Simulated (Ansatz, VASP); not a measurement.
# Os: VASP beside Ansatz

```
Os
1.0
     0.00000    1.90529    1.90529
     1.90529    0.00000    1.90529
     1.90529    1.90529    0.00000
Os
1
Direct
  0.00000 0.00000 0.00000
```

Change from the starting cell: volume scaled by 0.94.

Alike in both runs: task single point; functional PBEsol; k mesh 14 × 14 × 14; occupations fermi-dirac, width 0.05 eV; no spin polarisation.

|  | VASP | Ansatz |
| --- | --- | --- |
| version | VASP 6.6.1 | Ansatz 0.2.0 |
| potentials or method | VASP PAW PBE potentials, release 64 (Os), cutoff 600 eV | all-electron LAPW, scalar-relativistic |

|  | VASP | Ansatz | Ansatz less VASP |
| --- | --- | --- | --- |
| pressure (GPa) | 4.5 | 3.7 | -0.77 |

VASP's potentials were made for PBE, not for PBEsol. Ansatz ran all-electron here, and VASP with PAW potentials.

Neither program's run includes spin-orbit coupling.
